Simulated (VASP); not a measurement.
# TiB (I-4m2) in VASP: a series of runs

TiB is run at these levels: r2SCAN; tasks: single point.

Program: VASP 6.6.1. These are calculated values, not measurements. Logs are shortened: lines on timing, memory, paths and dates and some standing lists are left out, and cuts for length are marked.

## 1. The cell of the first run

Symmetry: I-4m2, No. 119, tetragonal system. The conventional cell has a = 3.046 Å, b = 3.046 Å, c = 4.097 Å, α = 90.00°, β = 90.00°, γ = 90.00°. Within 2.4 Å of Ti (site symmetry -4m2) lie 4 B at 1.84 Å. B (site symmetry -4m2) has 4 Ti at 1.84 Å within 2.4 Å.

## 2. Single point, r2SCAN (strain +0.025 along x and y, -0.025 along z)

POSCAR reads:

```
TiB
1.0
    0.0000000000      2.1535250000      2.0484750000
    2.1535250000      0.0000000000      2.0484750000
    2.1535250000      2.1535250000      0.0000000000
Ti B
1 1
Direct
    0.7500000000      0.7500000000      0.7500000000
    0.0000000000      0.0000000000      0.0000000000
```

INCAR.step1 reads:

```
SYSTEM = TiB
ALGO = Normal
EDIFF = 1E-4
ENCUT = 520
GGA = PE
ISMEAR = 0
LASPH = .True.
LCHARG = .False.
LREAL = .False.
LWAVE = .True.
NBANDS = 14
NELM = 60
PREC = Accurate
SIGMA = 0.15
```

INCAR.step2 reads:

```
SYSTEM = TiB
ALGO = Normal
EDIFF = 1E-6
ENCUT = 520
ISIF = 2
ISMEAR = 0
ISTART = 1
LASPH = .True.
LCHARG = .False.
LMIXTAU = .True.
LREAL = .False.
LWAVE = .False.
METAGGA = R2SCAN
NBANDS = 14
NELM = 60
PREC = Accurate
SIGMA = 0.15
```

KPOINTS reads:

```
k-points
0
Gamma
  20 20 20
  0 0 0
```

Potentials or basis: VASP PAW PBE potentials, release 64 (Ti_sv, B).

The run is started by

```bash
$ cat potpaw_PBE.64/Ti_sv/POTCAR potpaw_PBE.64/B/POTCAR > POTCAR
$ cp INCAR.step1 INCAR
$ mpirun -np 1 vasp_std > vasp.out
$ cp INCAR.step2 INCAR
$ mpirun -np 1 vasp_std > vasp.out
```

OUTCAR:

```text
SYSTEM = TiB
   EDIFF = 1E-6
   ENCUT = 520
   ISIF = 2
   ISMEAR = 0
   ISTART = 1
   LASPH = .True.
   LREAL = .False.
   METAGGA = R2SCAN
   NELM = 60
   PREC = Accurate

 ion  position               nearest neighbor table
   1  0.750  0.750  0.750-   2 1.84   2 1.84   2 1.84   2 1.84
   2  0.000  0.000  0.000-   1 1.84   1 1.84   1 1.84   1 1.84

  LATTYP: Found a body centered tetragonal cell.
 ALAT       =     3.0455442619
 C/A-ratio  =     1.3452275349

  Lattice vectors:

 A1 = (   0.0000000000,  -2.1535250000,  -2.0484750000)
 A2 = (   0.0000000000,   2.1535250000,  -2.0484750000)
 A3 = (   2.1535250000,   0.0000000000,   2.0484750000)

Analysis of symmetry for initial positions (statically):
=====================================================================
 Subroutine PRICEL returns:
 Original cell was already a primitive cell.

 Routine SETGRP: Setting up the symmetry group for a
 body centered tetragonal supercell.

 Subroutine GETGRP returns: Found  8 space group operations
 (whereof  8 operations were pure point group operations)
 out of a pool of 16 trial point group operations.

The static configuration has the point symmetry D_2d.

Analysis of symmetry for dynamics (positions and initial velocities):
=====================================================================
 Subroutine PRICEL returns:
 Original cell was already a primitive cell.

 Routine SETGRP: Setting up the symmetry group for a
 body centered tetragonal supercell.

 Subroutine GETGRP returns: Found  8 space group operations
 (whereof  8 operations were pure point group operations)
 out of a pool of 16 trial point group operations.

The dynamic configuration has the point symmetry D_2d.

 Subroutine INISYM returns: Found  8 space group operations
 (whereof  8 operations are pure point group operations),
 and found     1 'primitive' translations

----------------------------------------------------------------------------------------

                                     Primitive cell

  volume of cell :      19.0003

  direct lattice vectors                    reciprocal lattice vectors
     0.000000000  2.153525000  2.048475000    -0.232177476  0.232177476  0.244084014
     2.153525000  0.000000000  2.048475000     0.232177476 -0.232177476  0.244084014
     2.153525000  2.153525000  0.000000000     0.232177476  0.232177476 -0.244084014

  length of vectors
     2.972191069  2.972191069  3.045544262     0.409132945  0.409132945  0.409132945

  position of ions in fractional coordinates (direct lattice)
[... 85 lines left out ...]
   ISIF   =      2    stress and relaxation
   ISYM   =      2    0-nonsym 1-usesym 2-fastsym
   POTIM  = 0.5000    time-step for ionic-motion
   TEBEG  =    0.0;   TEEND  =   0.0 temperature during run
   PSTRESS=    0.0 pullay stress
   NELECT =      15.0000    total number of electrons
   NUPDOWN=      -1.0000    fix difference up-down
   EMIN   =  10.00;   EMAX   =-10.00  energy-range for DOS
   EFERMI =   0.00;   METHOD = LEGACY
   ISMEAR =     0;   SIGMA  =   0.15  broadening in eV -4-tet -1-fermi 0-gaus
   EFERMI_NEDOS =   21; number of points for ismear=-14 and -15
   IALGO  =     38    algorithm
   IMIX   =      4    mixing-type and parameters
     AMIX     =   0.40;   BMIX     =  1.00
     AMIX_MAG =   1.60;   BMIX_MAG =  1.00
  volume/ion in A,a.u.               =       9.50        64.11
  Fermi-wavevector in a.u.,A,eV,Ry     =   1.513045  2.859240 31.147874  2.289304
  Thomas-Fermi vector in A             =   2.622888
   LORBIT       =      0    0 simple, 1 ext, 2 COOP (PROOUT), +10 PAW based schemes
   METAGGA = R2SCAN    functional components
   LHFCALC =     F    Hartree Fock is set to
   AEXX    =    0.0000 exact exchange contribution
   IVDW    =     0    specifies the selected vdW correction
   LEPSILON=     F    determine dielectric tensor
   LRPA    =     F    only Hartree local field effects (RPA)
 non-spin polarized calculation
 Gauss-broadening in eV      SIGMA  =   0.15
  energy-cutoff  :      520.00
  volume of cell :       19.00
 maximum number of plane-waves:       527
 NGX is ok and might be reduce to    24
   NGX = 11   NGY = 11   NGZ = 11

 number of electron      15.0000002 magnetization

 Free energy of the ion-electron system (eV)
  ---------------------------------------------------
  ext. energy  EPLUGINS =         0.00000000
  ---------------------------------------------------
  free energy    TOTEN  =       -16.12561236 eV

  energy without entropy =      -16.11639317  energy(sigma->0) =      -16.12100277

 E-fermi :   9.0808     XC(G=0): -13.5370

 val. band max:        9.0780511581   @ k =   0.4500   0.0500   0.2500
 cond. band min:       9.0821335431   @ k =  -0.3500   0.1500   0.4500
 fundamental gap:      0.0040823850
 Fermi energy:         9.0808422362

 k-point     1 :       0.0000    0.0000    0.0000
  band No.  band energies     occupation
      1     -48.0641      2.00000
      2     -23.1620      2.00000
      3     -23.1620      2.00000
      4     -23.1218      2.00000
      5      -0.4483      2.00000
      6       7.0058      2.00000
      7       7.0058      2.00000
      8       7.1811      2.00000
      9      12.3328      0.00000
     10      12.8953      0.00000
     11      21.7737      0.00000
     12      21.9580      0.00000
     13      21.9580      0.00000
     14      22.6526      0.00000
[... 377 lines left out ...]
      1     -47.9690      2.00000
      2     -23.7877      2.00000
      3     -23.2722      2.00000
      4     -23.2333      2.00000
      5       2.3690      2.00000
      6       6.3330      2.00000
      7       7.6444      2.00000
      8       8.0019      2.00000
      9      12.6435      0.00000
     10      13.1276      0.00000
     11      16.3669      0.00000
     12      20.0445      0.00000
     13      20.6408      0.00000
     14      22.5263      0.00000

 [... further k-points ...]
[... 5 lines left out ...]
  --------------------------------------------------------------------------------------
  -------------------------------------------------------------------------------------
  Total       13.7069295     13.7069295     12.1923575      0.0000000     -0.0000000      0.0000000
  in kB     1155.8201546   1155.8201546   1028.1057085      0.0000000     -0.0000000      0.0000000
  external PRESSURE =    1113.2486726 kB  Pullay stress =       0.0000000 kB

 VOLUME and BASIS-vectors are now :
 -----------------------------------------------------------------------------
  energy-cutoff  :      520.00
  volume of cell :       19.00
      direct lattice vectors                 reciprocal lattice vectors
     0.000000000  2.153525000  2.048475000    -0.232177476  0.232177476  0.244084014
     2.153525000  0.000000000  2.048475000     0.232177476 -0.232177476  0.244084014
     2.153525000  2.153525000  0.000000000     0.232177476  0.232177476 -0.244084014

 POSITION                                       TOTAL-FORCE (eV/Angst)
 -----------------------------------------------------------------------------------
      3.23029      3.23029      3.07271         0.000000      0.000000     -0.000000
      0.00000      0.00000      0.00000        -0.000000     -0.000000      0.000000
 -----------------------------------------------------------------------------------
    total drift:                                0.000002      0.000002     -0.000002

  FREE ENERGIE OF THE ION-ELECTRON SYSTEM (eV)
  ---------------------------------------------------
  free  energy   TOTEN  =       -16.1256123610 eV

  energy  without entropy=      -16.1163931724  energy(sigma->0) =      -16.12100277
```

OUTCAR.step1:

```text
SYSTEM = TiB
   EDIFF = 1E-4
   ENCUT = 520
   GGA = PE
   ISMEAR = 0
   LASPH = .True.
   LREAL = .False.
[... 630 lines left out ...]
      3.23029      3.23029      3.07271        -0.000000     -0.000000     -0.000000
      0.00000      0.00000      0.00000         0.000000      0.000000      0.000000
 -----------------------------------------------------------------------------------
    total drift:                                0.000000      0.000000     -0.000005

  FREE ENERGIE OF THE ION-ELECTRON SYSTEM (eV)
  ---------------------------------------------------
  free  energy   TOTEN  =       -10.3796805613 eV

  energy  without entropy=      -10.3699888605  energy(sigma->0) =      -10.37483471
```

OSZICAR.step1:

```text
N       E                     dE             d eps       ncg     rms          rms(c)
DAV:   1     0.124374187630E+03    0.12437E+03   -0.79336E+03 17948   0.131E+03
DAV:   2    -0.327645943637E+01   -0.12765E+03   -0.12104E+03 18416   0.336E+02
DAV:   3    -0.126063809720E+02   -0.93299E+01   -0.90212E+01 26640   0.855E+01
DAV:   4    -0.132034612419E+02   -0.59708E+00   -0.59611E+00 21126   0.160E+01
DAV:   5    -0.132129939573E+02   -0.95327E-02   -0.95320E-02 23884   0.201E+00    0.242E+01
DAV:   6    -0.102639574062E+02    0.29490E+01   -0.63525E+00 25406   0.401E+01    0.565E+00
DAV:   7    -0.103196974224E+02   -0.55740E-01   -0.72857E-01 18122   0.945E+00    0.493E+00
DAV:   8    -0.103742599927E+02   -0.54563E-01   -0.12994E-01 26590   0.293E+00    0.961E-01
DAV:   9    -0.103798596987E+02   -0.55997E-02   -0.11279E-02 18128   0.100E+00    0.199E-01
DAV:  10    -0.103797350180E+02    0.12468E-03   -0.21261E-03 21810   0.496E-01    0.175E-01
DAV:  11    -0.103796805613E+02    0.54457E-04   -0.26370E-04 17990   0.173E-01
   1 F= -.10379681E+02 E0= -.10374835E+02  d E =-.969170E-02
```

Run time: 12 min. Hardware: 1 thread of Intel Xeon 8259CL, shared host; peak memory 0.3 GiB.

What came out:

```yaml
Free_energy: -16.1256 eV
Pressure: 111.3 GPa
Band_gap_on_the_k_mesh: zero (an odd number of electrons rules out a gap without spin polarisation)
```

Caveat: the cell differs from its parent crystal (strain +0.025 along x and y, -0.025 along z); the stress differs along the axes, from 103 to 116 GPa; the PAW data sets were made with another functional, which shifts forces and pressure a little.

[end of part 1 of 2]
